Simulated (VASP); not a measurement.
# AlH5: relaxation of cell and atoms with PBE

Crystal: AlH5.

```
Al H
1.0
     0.00000    2.97818    2.97818
     2.97818    0.00000    2.97818
     2.97818    2.97818    0.00000
Al H
1 5
Direct
  0.00000 0.00000 0.00000
  0.37500 0.37500 0.87500
  0.37500 0.87500 0.37500
  0.87500 0.37500 0.37500
  0.37500 0.37500 0.37500
  0.75000 0.75000 0.75000
```

```yaml
Program: VASP 6.6.1
Task: relaxation of cell and atoms
Functional: PBE
Potentials_or_basis: VASP PAW PBE potentials, release 64 (Al, H)
Cutoff: 600 eV
k_mesh: 6 × 6 × 6
Occupations: gaussian, width 0.1 eV
Spin: no spin polarisation
Dipole_correction: no
Further_INCAR_settings: ALGO = Normal; EDIFF = 1e-06; IBRION = 2; EDIFFG = -0.04; NSW = 90; ISIF = 3
```

```yaml
Relaxed_volume: 4.98 Å³/atom
Relaxed_cell: a = 3.483 Å, b = 3.483 Å, c = 3.483 Å, α = 60.00°, β = 60.00°, γ = 60.00°
Space_group_after_relaxing_to_0.05_Å: F-43m (No. 216)
Energy_gained_by_relaxing: 360.7 meV/atom
Ionic_steps: 10
Pressure_after_relaxing: 0.6 GPa
Band_gap_on_the_k_mesh: zero (band 4 reaches 6.68 eV, above the bottom of band 5 at 3.30 eV)
```

The path:
```
step  energy change (eV)  largest force (eV/Å)  pressure (GPa)  volume (Å³)
   1              0.0000                0.0208          -19.65        52.83
   2             -0.9527                0.0047          -18.88        44.99
   3             -1.9601                0.2109           17.39        26.20
   4             -2.1189                0.0869           -5.21        32.01
   5             -2.1499                0.1101           -0.76        30.39
   6             -2.1503                0.1136            0.38        30.02
   7             -2.1539                0.1139            0.41        30.00
   8             -2.1624                0.0565            0.51        29.93
   9             -2.1596                0.0633            0.80        29.81
  10             -2.1641                0.0111            0.61        29.88
```

Final structure:
```
CELL_PARAMETERS angstrom
0.00000 2.46289 2.46289
2.46289 0.00000 2.46289
2.46289 2.46289 0.00000
ATOMIC_POSITIONS crystal
Al 0.00000 0.00000 0.00000
H 0.38093 0.38093 0.85720
H 0.38093 0.85720 0.38093
H 0.85720 0.38093 0.38093
H 0.38093 0.38093 0.38093
H 0.75000 0.75000 0.75000
```

Levels at points of the mesh, in eV from the Fermi level:
```csv
k point,band 1,band 2,band 3,band 4,band 5,band 6,band 7,band 8
"(0.00, 0.00, 0.00)",-14.01,0.38,1.11,1.11,1.11,5.83,5.83,5.83
"(0.50, 0.00, 0.00)",-10.22,-8.89,0.08,0.17,0.17,4.22,4.34,4.34
"(0.50, 0.50, 0.00)",-8.43,-8.12,-3.30,-2.27,-2.27,-0.26,11.21,11.21
```

Run time: 61 s on 1 thread of Intel(R) Xeon(R) Platinum 8259CL CPU @ 2.50GHz (Skylake/Cascade Lake), with other jobs on the host, peak memory 0.21 GiB.

Caveat: the volume moved by over 15 % at a fixed basis, so the end points are rough.
